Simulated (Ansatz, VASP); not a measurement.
**Two plane-wave programs on MnI3**

Contents of INCAR:

```
SYSTEM = MnI3
PREC     = Accurate       ! precision mode
ENCUT    = 520            ! plane-wave cutoff, eV
EDIFF    = 1E-7           ! SCF threshold, eV
ISMEAR   = 0              ! smearing method
SIGMA    = 0.05           ! smearing width, eV
LREAL    = .False.        ! projectors in reciprocal space
LASPH    = .True.         ! aspherical terms in the spheres
NELM     = 150            ! most SCF steps
ALGO     = Normal         ! electronic algorithm
ISIF     = 2              ! what is computed and relaxed
LWAVE    = .False.        ! write WAVECAR
LCHARG   = .False.        ! write CHGCAR
ISPIN    = 2              ! spin polarisation
MAGMOM   = 4 0 0 0        ! initial moments
LORBIT   = 11             ! projections on sites
LMAXMIX  = 4              ! l up to which the mixer works
LDAU     = .True.         ! DFT+U
LDAUTYPE = 2            
LDAUL    = 2 -1           ! shell
LDAUU    = 3.9 0          ! U, eV
LDAUJ    = 0 0          
LDAUPRINT= 1            
GGA      = PE             ! functional
NBANDS   = 29             ! bands
```

The input KPOINTS:

```
Automatic mesh
0
Gamma
  6 6 6
  0 0 0
```

Contents of POSCAR:

```
MnI3
1.0
    5.7493017988      0.0000000000      0.0000000000
    0.0000000000      5.7493017988      0.0000000000
    0.0000000000      0.0000000000      5.7493017988
Mn I
1 3
Direct
    0.0000000000      0.0000000000      0.0000000000
    0.5000000000      0.0000000000      0.0000000000
    0.0000000000      0.0000000000      0.5000000000
    0.0000000000      0.5000000000      0.0000000000
```

Input for Ansatz:

```yaml
crystal:
  lattice:
    - [5.7493017988, 0.0, 0.0]
    - [0.0, 5.7493017988, 0.0]
    - [0.0, 0.0, 5.7493017988]
  atoms:
    - { symbol: Mn, position: [0.0, 0.0, 0.0], spin: 4.0 }
    - { symbol: I, position: [0.5, 0.0, 0.0] }
    - { symbol: I, position: [0.0, 0.0, 0.5] }
    - { symbol: I, position: [0.0, 0.5, 0.0] }
basis:
  ecutwfc: 420
  ecutrho_ratio: 4
kpoints:
  mp_grid: { grid: [6, 6, 6] }
hamiltonian:
  xc: pbe
  hubbard: { sites: [{ species: Mn, l: d, u_eff: 3.9 }] }
scf:
  occupations: { method: gaussian, width: 0.05 }
  initial_density: { chi_scale: 0.3 }
output:
  forces: true
  stress: true
magnetization:
  spin_polarized: true
```

Alike in both runs: task single point; functional PBE; k mesh 6 × 6 × 6; occupations gaussian, width 0.05 eV; collinear spin; Hubbard terms Mn d U = 3.9 eV.

```csv
,VASP,Ansatz
version,VASP 6.6.1,Ansatz 0.2.0
potentials or method,"VASP PAW PBE potentials, release 64 (Mn_pv, I), cutoff 520 eV","scalar-relativistic, plane waves, PAW"
valence electrons in the cell,34,66
```

```csv
,VASP,Ansatz,Ansatz less VASP
pressure (GPa),-0.2,0.0,+0.16
net moment per atom (μB),1.05,1.05,0.000
size of the moment on the site where the two differ most (μB),4.53,4.58,+0.048
```

Site moments also hang on the region over which each program counts them. The programs project onto different local orbitals, so the same U acts differently, and such runs can settle in different states. VASP's potentials hold 34 valence electrons a cell and Ansatz's 66, so a difference there can come from the potentials and not from the codes. Ansatz's warnings: filled band counts differ across k points.

Neither program's run includes spin-orbit coupling.
